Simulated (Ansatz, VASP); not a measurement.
# InB5 in VASP and in Ansatz

```
In B
1.0
     0.00000    3.09725    3.09725
     3.09725    0.00000    3.09725
     3.09725    3.09725    0.00000
In B
1 5
Direct
  0.00000 0.00000 0.00000
  0.75000 0.75000 0.75000
  0.39677 0.39677 0.80968
  0.39677 0.80968 0.39677
  0.39677 0.39677 0.39677
  0.80968 0.39677 0.39677
```

Change from the starting cell: species swapped into the ZrNi5 type (F-43m, No. 216).

Alike in both runs: functional PBE; k mesh 6 × 6 × 6; occupations gaussian, width 0.1 eV; no spin polarisation.

Ansatz relaxed the structure, and its values are those at the end. VASP's run is a single point on that final structure, the one shown.

|  | VASP | Ansatz |
| --- | --- | --- |
| version | VASP 6.6.1 | Ansatz 0.2.0 |
| potentials or method | VASP PAW PBE potentials, release 64 (In_d, B), cutoff 500 eV | scalar-relativistic, plane waves, PAW |
| valence electrons in the cell | 28 | 28 |

Ansatz gave:

| Quantity | Value |
| --- | --- |
| gap on the k mesh at the Fermi level (eV) | none |
| pressure (GPa) | -0.2 |
| rms of the force components (eV/Å) | 0.031 |

Q: Which values does VASP return?

A: gap on the k mesh at the Fermi level (eV): none; pressure (GPa): -0.1; rms of the force components (eV/Å): 0.027.

A gap of «none» marks a metal or a gap that the smearing closes.
